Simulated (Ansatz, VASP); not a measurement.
## Two plane-wave programs on InH3

INCAR

```
PREC = Accurate
ENCUT = 520
EDIFF = 1E-6
ISMEAR = 0
SIGMA = 0.1
LREAL = F
LASPH = T
NELM = 80
ALGO = Normal
ISIF = 2
LWAVE = F
LCHARG = F
GGA = PE
NBANDS = 36
```

File KPOINTS:

```
Automatic mesh
0
Gamma
  4 4 2
```

POSCAR

```
InH3
1.0
    3.8608089800      0.0000000000      0.0000000000
    0.0000000000      6.4927883400      0.0000000000
    0.0000000000      0.0000000000      7.8726077100
In H
3 9
Direct
    0.0000000000      0.0000000000      0.2558544800
    0.0000000000      0.0000000000      0.7441455200
    0.0000000000      0.5000000000      0.0000000000
    0.5000000000      0.0000000000      0.2558544800
    0.0000000000      0.0000000000      0.0000000000
    0.0000000000      0.0000000000      0.5000000000
    0.0000000000      0.7500000000      0.1279272400
    0.0000000000      0.2500000000      0.1279272400
    0.5000000000      0.0000000000      0.7441455200
    0.0000000000      0.7500000000      0.8720727600
    0.0000000000      0.2500000000      0.8720727600
    0.5000000000      0.5000000000      0.0000000000
```

Input for Ansatz:

```yaml
crystal:
  lattice:
    - [3.86080898, 0.0, 0.0]
    - [0.0, 6.49278834, 0.0]
    - [0.0, 0.0, 7.87260771]
  atoms:
    - { symbol: In, position: [0.0, 0.0, 0.25585448] }
    - { symbol: In, position: [0.0, 0.0, 0.74414552] }
    - { symbol: In, position: [0.0, 0.5, 0.0] }
    - { symbol: H, position: [0.5, 0.0, 0.25585448] }
    - { symbol: H, position: [0.0, 0.0, 0.0] }
    - { symbol: H, position: [0.0, 0.0, 0.5] }
    - { symbol: H, position: [0.0, 0.75, 0.12792724] }
    - { symbol: H, position: [0.0, 0.25, 0.12792724] }
    - { symbol: H, position: [0.5, 0.0, 0.74414552] }
    - { symbol: H, position: [0.0, 0.75, 0.87207276] }
    - { symbol: H, position: [0.0, 0.25, 0.87207276] }
    - { symbol: H, position: [0.5, 0.5, 0.0] }
basis:
  ecutwfc: 420
kpoints:
  mp_grid: { grid: [4, 4, 2] }
hamiltonian:
  xc: pbe
scf:
  occupations: { method: gaussian, width: 0.1 }
  lower_state_search: "off"
output:
  forces: true
  stress: true
  eigenvalues: true
```

Alike in both runs: task single point; functional PBE; k mesh 4 × 4 × 2; occupations gaussian, width 0.1 eV; no spin polarisation.

```csv
,VASP,Ansatz
version,VASP 6.6.1,Ansatz 0.2.0
potentials or method,"VASP PAW PBE potentials, release 64 (In_d, H), cutoff 520 eV","scalar-relativistic, plane waves, PAW"
valence electrons in the cell,48,48
```

|  | VASP | Ansatz | Ansatz less VASP |
| --- | --- | --- | --- |
| gap on the k mesh at the Fermi level (eV) | none | none | - |
| pressure (GPa) | 1.4 | 1.4 | +0.05 |
| traceless stress, the component that is largest in VASP (GPa) | 1.59 | 1.59 | +0.003 |
| rms of the force components (eV/Å) | 0.316 | 0.316 | -0.0006 |

Atom by atom the forces differ by 0.001 eV/Å (rms over components). A gap of «none» marks a metal or a gap that the smearing closes.

The k mesh is coarse, so the values compare programs but aren't converged.
